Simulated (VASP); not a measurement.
Input of a VASP 6.6.1 run:

Contents of INCAR:

```
  PREC = Accurate
  ENCUT = 600
  EDIFF = 1E-7
  ISMEAR = -1
  SIGMA = 0.02
  LREAL = False
  LASPH = True
  NELM = 100
  ALGO = Normal
  ISIF = 3
  LWAVE = False
  LCHARG = False
  GGA = PE
  IBRION = 2
  NSW = 80
  EDIFFG = -0.005
```

KPOINTS

```
regular mesh
0
Gamma
  6 6 6
```

The input POSCAR:

```
CdTe
1.0
    0.0000000000      3.2050000000      3.2050000000
    3.2050000000      0.0000000000      3.2050000000
    3.2050000000      3.2050000000      0.0000000000
Cd Te
1 1
Direct
    0.0000000000      0.0000000000      0.0000000000
    0.2500000000      0.2500000000      0.2500000000
```

Potentials or basis: VASP PAW PBE potentials, release 64 (Cd, Te).

The run is started by

```bash
$ cat potpaw_PBE.64/Cd/POTCAR potpaw_PBE.64/Te/POTCAR > POTCAR
$ mpirun -np 1 vasp_std > vasp.out
```

Problem. Predict the relaxed cell.

Solution. a = 4.683 Å, b = 4.683 Å, c = 4.683 Å, α = 60.00°, β = 60.00°, γ = 60.00°.

Problem. Predict the relaxed volume.

Solution. 36.32 Å³/atom.

Problem. What does it give for the band gap on the k mesh?

Solution. 0.57 eV, direct.

Problem. What does it give for the space group after relaxing (to 0.05 Å)?

Solution. F-43m (No. 216).

Final structure:
```
Cd Te
1.0
     0.00000    3.31154    3.31154
     3.31154    0.00000    3.31154
     3.31154    3.31154    0.00000
Cd Te
1 1
Cartesian
  0.0000 0.0000 0.0000
  1.6558 1.6558 1.6558
```

Caveat: spin-orbit coupling is left out, which moves the levels of the heavy elements; the volume moved by +10 % from the deposited cell, more than functionals usually miss. Expect the measured gap to be larger: semilocal functionals such as PBE lack the derivative discontinuity.
